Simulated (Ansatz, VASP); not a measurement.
One calculation of C, two programs

File INCAR:

```
SYSTEM = C
ALGO = Normal
DIPOL = 0.5 0.5 0.682
EDIFF = 1E-6
ENCUT = 520
GGA = PS
GGA_COMPAT = .FALSE.
IDIPOL = 3
ISIF = 2
ISMEAR = 0
LASPH = .TRUE.
LCHARG = .FALSE.
LDIPOL = .TRUE.
LREAL = .FALSE.
LWAVE = .FALSE.
NBANDS = 11
NELM = 120
NELMDL = -8
PREC = Accurate
SIGMA = 0.04
```

The input KPOINTS:

```
k-points
0
G
  15 15 1
  0 0 0
```

The input POSCAR:

```
C
1.0
    2.4586883708      0.0000000000      0.0000000000
   -1.2293441854      2.1292865891      0.0000000000
    0.0000000000      0.0000000000     21.3144643735
C
2
Direct
    1.0000000000      0.0000000000      0.6824808778
    0.3333333333      0.6666666667      0.6824546714
```

Input for Ansatz:

```yaml
crystal:
  lattice:
    - [2.4586883708, 0.0, 0.0]
    - [-1.2293441854, 2.1292865891, 0.0]
    - [0.0, 0.0, 21.3144643735]
  atoms:
    - { symbol: C, position: [1.0, 0.0, 0.6824808778] }
    - { symbol: C, position: [0.3333333333, 0.6666666667, 0.6824546714] }
basis:
  ecutwfc: 420
kpoints:
  mp_grid: { grid: [15, 15, 1] }
hamiltonian:
  xc: pbesol
  pseudopotentials: { kind: paw, azcp: { folder: soft_1 } }
scf:
  occupations: { method: gaussian, width: 0.04 }
  n_extra_bands: 6
  max_iter: 160
output:
  forces: true
  eigenvalues: true
  write_density: true
  write_potential: true
  elf: true
  volumetric_format: npy
efield:
  axis: 3
  dipole_correction: true
```

Alike in both runs: task single point; functional PBEsol; k mesh 15 × 15 × 1; occupations gaussian, width 0.04 eV; no spin polarisation.

|  | VASP | Ansatz |
| --- | --- | --- |
| version | VASP 6.6.1 | Ansatz 0.2.0 |
| potentials or method | VASP PAW PBE potentials, release 64 (C), cutoff 520 eV | scalar-relativistic, plane waves, PAW |
| valence electrons in the cell | 8 | 8 |

```csv
,VASP,Ansatz,Ansatz less VASP
gap on the k mesh at the Fermi level (eV),none,none,-
rms of the force components (eV/Å),0.005,0.005,0.0000
```

VASP's potentials were made for PBE, not for PBEsol, and Ansatz warns of the same on its side. Atom by atom the forces differ by 0.000 eV/Å (rms over components). A gap of «none» marks a metal or a gap that the smearing closes. Ansatz's warnings: xc potential rough in thin density.
